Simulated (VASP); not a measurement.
A run of VASP 6.6.1 is set up as follows.

Contents of INCAR:

```
SYSTEM = Sr
ALGO     = Normal         ! electronic algorithm
EDIFF    = 1E-6           ! SCF threshold, eV
ENCUT    = 520            ! plane-wave cutoff, eV
GGA      = CA             ! functional
ISIF     = 2              ! what is computed and relaxed
ISMEAR   = -1             ! smearing method
LASPH    = .TRUE.         ! aspherical terms in the spheres
LCHARG   = .FALSE.        ! write CHGCAR
LREAL    = .FALSE.        ! projectors in reciprocal space
LWAVE    = .FALSE.        ! write WAVECAR
NBANDS   = 17             ! bands
NELM     = 100            ! most SCF steps
PREC     = Accurate       ! precision mode
SIGMA    = 0.3            ! smearing width, eV
```

File KPOINTS:

```
k-points
0
G
  8 8 8
  0 0 0
```

The input POSCAR:

```
Sr
1.0
    5.6176620000      0.0000000000      0.0000000000
   -4.1636973586      3.7711736439      0.0000000000
   -0.7269826297     -1.8855876235      5.2415820051
Sr
2
Direct
    0.7500000000      0.2500000000      0.5000000000
    0.0000000000      0.0000000000      0.0000000000
```

Potentials or basis: VASP PAW LDA potentials, release 64 (Sr_sv).

Run with:

```console
$ cat potpaw_LDA.64/Sr_sv/POTCAR > POTCAR
$ mpirun -np 1 vasp_std > vasp.out
```

Question: What does it give for the band gap on the k mesh?

Answer: Zero (bands 10 and 11 overlap by 0.51 eV).

Question: Predict the pressure.

Answer: -0.9 GPa.

Stress tensor (GPa, compression positive):
```
-0.81 -0.15  0.00
-0.15 -1.14  0.00
 0.00  0.00 -0.75
```

Caveat: so wide a smearing shifts energies and pressures.
